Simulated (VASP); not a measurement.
# SrB2 (F-43m) in VASP: notebook, part 2 of 2

VASP 6.6.1.

## 3. Relaxation of cell and atoms, PBE

This run uses another cell than the first one, of 15.32 Å³/atom, 0.942 times its volume.

INCAR

```
PREC     = Accurate       # precision mode
ENCUT    = 600            # plane-wave cutoff, eV
EDIFF    = 1E-6           # SCF threshold, eV
ISMEAR   = 0              # smearing method
SIGMA    = 0.1            # smearing width, eV
LREAL    = False          # projectors in reciprocal space
LASPH    = True           # aspherical terms in the spheres
NELM     = 80             # most SCF steps
ALGO     = Normal         # electronic algorithm
ISIF     = 3              # what is computed and relaxed
LWAVE    = False          # write WAVECAR
LCHARG   = False          # write CHGCAR
GGA      = PE             # functional
IBRION   = 2              # ionic algorithm
NSW      = 90             # ionic steps
EDIFFG   = -0.04          # ionic threshold
```

KPOINTS

```
regular mesh
0
Gamma
  6 6 6
```

POSCAR

```
SrB2
1.0
    0.0000000000      2.8429460400      2.8429460400
    2.8429460400      0.0000000000      2.8429460400
    2.8429460400      2.8429460400      0.0000000000
Sr B
1 2
Direct
    0.7500000000      0.7500000000      0.7500000000
    0.2500000000      0.2500000000      0.2500000000
    0.5000000000      0.5000000000      0.5000000000
```

Potentials or basis: VASP PAW PBE potentials, release 64 (Sr_sv, B).

Run with:

```sh
$ cat potpaw_PBE.64/Sr_sv/POTCAR potpaw_PBE.64/B/POTCAR > POTCAR
$ mpirun -np 1 vasp_std > vasp.out
```

OUTCAR:

```text
PREC = Accurate
   ENCUT = 600
   EDIFF = 1E-6
   ISMEAR = 0
   LREAL = False
   LASPH = True
   NELM = 80
   ISIF = 3
   GGA = PE
   IBRION = 2
   NSW = 90
   EDIFFG = -0.04

 ion  position               nearest neighbor table
   1  0.750  0.750  0.750-   3 2.46   3 2.46   3 2.46   3 2.46   2 2.84   2 2.84   2 2.84   2 2.84
                             2 2.84   2 2.84
   2  0.250  0.250  0.250-   1 2.84   1 2.84   1 2.84   1 2.84   1 2.84   1 2.84
   3  0.500  0.500  0.500-   1 2.46   1 2.46   1 2.46   1 2.46

  LATTYP: Found a face centered cubic cell.
 ALAT       =     5.6858920800

  Lattice vectors:

 A1 = (   0.0000000000,   2.8429460400,   2.8429460400)
 A2 = (   2.8429460400,   0.0000000000,   2.8429460400)
 A3 = (   2.8429460400,   2.8429460400,   0.0000000000)

Analysis of symmetry for initial positions (statically):
=====================================================================
 Subroutine PRICEL returns:
 Original cell was already a primitive cell.

 Routine SETGRP: Setting up the symmetry group for a
 face centered cubic supercell.

 Subroutine GETGRP returns: Found 24 space group operations
 (whereof 24 operations were pure point group operations)
 out of a pool of 48 trial point group operations.

The static configuration has the point symmetry T_d .

Analysis of symmetry for dynamics (positions and initial velocities):
=====================================================================
 Subroutine PRICEL returns:
 Original cell was already a primitive cell.

 Routine SETGRP: Setting up the symmetry group for a
 face centered cubic supercell.

 Subroutine GETGRP returns: Found 24 space group operations
 (whereof 24 operations were pure point group operations)
 out of a pool of 48 trial point group operations.

The dynamic configuration has the point symmetry T_d .

 Subroutine INISYM returns: Found 24 space group operations
 (whereof 24 operations are pure point group operations),
 and found     1 'primitive' translations

----------------------------------------------------------------------------------------

                                     Primitive cell

  volume of cell :      45.9553

  direct lattice vectors                    reciprocal lattice vectors
     0.000000000  2.842946040  2.842946040    -0.175873897  0.175873897  0.175873897
     2.842946040  0.000000000  2.842946040     0.175873897 -0.175873897  0.175873897
     2.842946040  2.842946040  0.000000000     0.175873897  0.175873897 -0.175873897

  length of vectors
     4.020532847  4.020532847  4.020532847     0.304622526  0.304622526  0.304622526

  position of ions in fractional coordinates (direct lattice)
     0.750000000  0.750000000  0.750000000
     0.250000000  0.250000000  0.250000000
     0.500000000  0.500000000  0.500000000

  ion indices of the primitive-cell ions
   primitive index   ion index
                 1           1
                 2           2
                 3           3

[... 351 lines left out ...]
      5      -2.5422      2.00000
      6      -1.6245      2.00000
      7       1.5435      2.00000
      8       2.4255      2.00000
      9       4.7338      0.00000
     10       6.9628      0.00000
     11       7.1956      0.00000
     12       8.2877      0.00000

------------------------ aborting loop because EDIFF is reached ----------------------------------------

  FORCE on cell =-STRESS in cart. coord.  units (eV):
  Direction    XX          YY          ZZ          XY          YZ          ZX
  --------------------------------------------------------------------------------------
  -------------------------------------------------------------------------------------
  Total        1.4432855      1.4432855      1.4432855     -0.0000000      0.0000000     -0.0000000
  in kB       50.3184187     50.3184187     50.3184187     -0.0000000      0.0000000     -0.0000000
  external PRESSURE =      50.3184187 kB  Pullay stress =       0.0000000 kB

 VOLUME and BASIS-vectors are now :
 -----------------------------------------------------------------------------
  energy-cutoff  :      600.00
  volume of cell :       45.96
      direct lattice vectors                 reciprocal lattice vectors
     0.000000000  2.842946040  2.842946040    -0.175873897  0.175873897  0.175873897
     2.842946040  0.000000000  2.842946040     0.175873897 -0.175873897  0.175873897
     2.842946040  2.842946040  0.000000000     0.175873897  0.175873897 -0.175873897

 POSITION                                       TOTAL-FORCE (eV/Angst)
 -----------------------------------------------------------------------------------
      4.26442      4.26442      4.26442         0.000000      0.000000      0.000000
      1.42147      1.42147      1.42147        -0.000000      0.000000      0.000000
      2.84295      2.84295      2.84295        -0.000000     -0.000000     -0.000000
 -----------------------------------------------------------------------------------
    total drift:                                0.000000      0.000000      0.000000

  FREE ENERGIE OF THE ION-ELECTRON SYSTEM (eV)
  ---------------------------------------------------
  free  energy   TOTEN  =       -11.4409548748 eV

  energy  without entropy=      -11.4409548738  energy(sigma->0) =      -11.44095487

--------------------------------------- Ionic step        2  -------------------------------------------

 number of electron      16.0000000 magnetization

 Free energy of the ion-electron system (eV)
  ---------------------------------------------------
  ext. energy  EPLUGINS =         0.00000000
  ---------------------------------------------------
  free energy    TOTEN  =       -11.48530660 eV

  energy without entropy =      -11.48530660  energy(sigma->0) =      -11.48530660

 E-fermi :   2.7225     XC(G=0):  -9.9276

 val. band max:        2.3149596115   @ k =   0.0000   0.0000   0.0000
 cond. band min:       3.1350050626   @ k =   0.3333   0.3333   0.0000
 fundamental gap:      0.8200454511
 Fermi energy:         2.7225407491

 k-point     1 :       0.0000    0.0000    0.0000
  band No.  band energies     occupation
      1     -30.5873      2.00000
      2     -12.6737      2.00000
      3     -12.6737      2.00000
      4     -12.6737      2.00000
      5      -5.5772      2.00000
      6       2.3150      2.00000
      7       2.3150      2.00000
      8       2.3150      2.00000
      9       3.1903      0.00000
     10       4.9942      0.00000
     11       4.9942      0.00000
     12       4.9942      0.00000
[... 211 lines left out ...]
 k-point    16 :      -0.3333    0.5000    0.1667
  band No.  band energies     occupation
      1     -30.5385      2.00000
      2     -13.1450      2.00000
      3     -12.9436      2.00000
      4     -12.8843      2.00000
      5      -2.8198      2.00000
      6      -2.0923      2.00000
      7       1.2213      2.00000
      8       1.9833      2.00000
      9       4.3572      0.00000
     10       6.2698      0.00000
     11       6.6164      0.00000
     12       7.6370      0.00000

------------------------ aborting loop because EDIFF is reached ----------------------------------------

  FORCE on cell =-STRESS in cart. coord.  units (eV):
  Direction    XX          YY          ZZ          XY          YZ          ZX
  --------------------------------------------------------------------------------------
  -------------------------------------------------------------------------------------
  Total       -0.1155107     -0.1155107     -0.1155107      0.0000000      0.0000000      0.0000000
  in kB       -3.7592698     -3.7592698     -3.7592698      0.0000000      0.0000000      0.0000000
  external PRESSURE =      -3.7592698 kB  Pullay stress =       0.0000000 kB

 VOLUME and BASIS-vectors are now :
 -----------------------------------------------------------------------------
  energy-cutoff  :      600.00
  volume of cell :       49.23
      direct lattice vectors                 reciprocal lattice vectors
     0.000000000  2.908928849  2.908928849    -0.171884575  0.171884575  0.171884575
     2.908928849 -0.000000000  2.908928849     0.171884575 -0.171884575  0.171884575
     2.908928849  2.908928849 -0.000000000     0.171884575  0.171884575 -0.171884575

 POSITION                                       TOTAL-FORCE (eV/Angst)
 -----------------------------------------------------------------------------------
      4.36339      4.36339      4.36339         0.000000      0.000000      0.000000
      1.45446      1.45446      1.45446        -0.000000     -0.000000     -0.000000
      2.90893      2.90893      2.90893         0.000000      0.000000      0.000000
 -----------------------------------------------------------------------------------
    total drift:                                0.000000      0.000000      0.000000

  FREE ENERGIE OF THE ION-ELECTRON SYSTEM (eV)
  ---------------------------------------------------
  free  energy   TOTEN  =       -11.4853066030 eV

  energy  without entropy=      -11.4853066029  energy(sigma->0) =      -11.48530660

 reached required accuracy - stopping structural energy minimisation
```

Run time: 12 s. Hardware: 1 thread of AMD EPYC 9R45 (Zen 5), shared host; peak memory 0.15 GiB.

What came out:

- Free energy: -11.4853 eV
- Relaxed volume: 16.41 Å³/atom
- Relaxed cell: a = 4.114 Å, b = 4.114 Å, c = 4.114 Å, α = 60.00°, β = 60.00°, γ = 60.00°
- Space group after relaxing (to 0.05 Å): F-43m (No. 216)
- Energy gained by relaxing: 14.8 meV/atom
- Ionic steps: 2
- Pressure after relaxing: -0.4 GPa
- Band gap on the k mesh: 0.82 eV, indirect (least direct gap 0.88 eV)

Step by step:
| step | energy change (eV) | largest force (eV/Å) | pressure (GPa) | volume (Å³) |
| --- | --- | --- | --- | --- |
| 1 | 0.0000 | 0.0000 | 5.03 | 45.96 |
| 2 | -0.0444 | 0.0000 | -0.38 | 49.23 |

Final structure:
```
Sr B
1.0
     0.00000    2.90893    2.90893
     2.90893    0.00000    2.90893
     2.90893    2.90893    0.00000
Sr B
1 2
Direct
  0.75000 0.75000 0.75000
  0.25000 0.25000 0.25000
  0.50000 0.50000 0.50000
```

A k mesh can miss the band edges.
